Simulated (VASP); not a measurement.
Runs of VASP 6.6.1 on As. The structure is that of space group Pm-3m (No. 221), or close to it. The cells are those of the table. 

```tsv
task	level	cell	k mesh	cutoff (eV)	gap on the mesh (eV)	pressure (GPa)
single point	PBE	a = 2.729 Å, 1 atom	16 × 16 × 16	520	none	(a)
single point	PBE	a = 2.704 Å, 1 atom	14 × 14 × 14	500	none	2.7
single point	PBE	a = 2.678 Å, 1 atom	16 × 16 × 16	520	none	5.3
relaxation of cell and atoms	PBE	relaxed from a = 2.704 Å, 1 atom	16 × 16 × 16	600	none	0.0
single point	PBE	a = 2.704 Å, 1 atom	16 × 16 × 16	520	none	2.4
single point	PBE	a = 2.816 Å, 1 atom	16 × 16 × 16	520	none	-6.0
single point	PBE	a = 2.727 Å, 1 atom	16 × 16 × 16	520	none	0.3
single point	r2SCAN	a = 2.600 Å, 1 atom	16 × 16 × 16	520	none	(b)
```

Alike in all rows: potentials or basis VASP PAW PBE potentials, release 64 (As); no spin polarisation; smearing gaussian 0.1 eV.

Question: Fill in the values left out.

Answer: (a) 0.1; (b) 13.5.

Caveats: the PAW data sets were made with another functional, which shifts forces and pressure a little (some runs).

A k mesh can miss the band edges, and the runs leave out spin-orbit coupling on As.

A gap of «none» marks levels without a gap at the run's occupations.
